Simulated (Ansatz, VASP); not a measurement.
## Cd in VASP and in Ansatz

File INCAR:

```
PREC     = Accurate       # precision mode
ENCUT    = 520            # plane-wave cutoff, eV
EDIFF    = 1E-6           # SCF threshold, eV
ISMEAR   = -1             # smearing method
SIGMA    = 0.1            # smearing width, eV
LREAL    = False          # projectors in reciprocal space
LASPH    = True           # aspherical terms in the spheres
NELM     = 80             # most SCF steps
ALGO     = Normal         # electronic algorithm
ISIF     = 2              # what is computed and relaxed
LWAVE    = False          # write WAVECAR
LCHARG   = False          # write CHGCAR
GGA      = PE             # functional
NBANDS   = 19             # bands
```

KPOINTS

```
regular mesh
0
Gamma
  14 14 14
```

The input POSCAR:

```
Cd
1.0
   -2.5395745371      2.5395745371      1.3030474476
    2.5395745371     -2.5395745371      1.3030474476
    2.5395745371      2.5395745371     -1.3030474476
Cd
2
Direct
   -0.3750000000     -0.1250000000     -0.2500000000
    0.3750000000      0.1250000000      0.2500000000
```

Input for Ansatz:

```yaml
crystal:
  lattice:
    - [-2.5395745371, 2.5395745371, 1.3030474476]
    - [2.5395745371, -2.5395745371, 1.3030474476]
    - [2.5395745371, 2.5395745371, -1.3030474476]
  atoms:
    - { symbol: Cd, position: [-0.375, -0.125, -0.25] }
    - { symbol: Cd, position: [0.375, 0.125, 0.25] }
kpoints:
  mp_grid: { grid: [14, 14, 14] }
scf:
  occupations: { method: fermi_dirac, width: 0.1 }
hamiltonian:
  xc: pbe
  pseudopotentials: { kind: all_electron, lapw: { basis_error: 0.001 } }
output:
  forces: true
  stress: true
  eigenvalues: true
  populations: true
```

Change from the starting cell: volume scaled by 0.65, LAPW.

Alike in both runs: task single point; functional PBE; k mesh 14 × 14 × 14; occupations fermi-dirac, width 0.1 eV; no spin polarisation.

```csv
,VASP,Ansatz
version,VASP 6.6.1,Ansatz 0.2.0
potentials or method,"VASP PAW PBE potentials, release 64 (Cd), cutoff 520 eV","all-electron LAPW, scalar-relativistic"
```

|  | VASP | Ansatz | Ansatz less VASP |
| --- | --- | --- | --- |
| pressure (GPa) | 47.9 | 46.3 | -1.63 |
| traceless stress, the component that is largest in VASP (GPa) | 0.39 | 0.20 | -0.197 |

Both programs put the cell under a high pressure, so it lies far from rest at this level. Ansatz ran all-electron here, and VASP with PAW potentials.
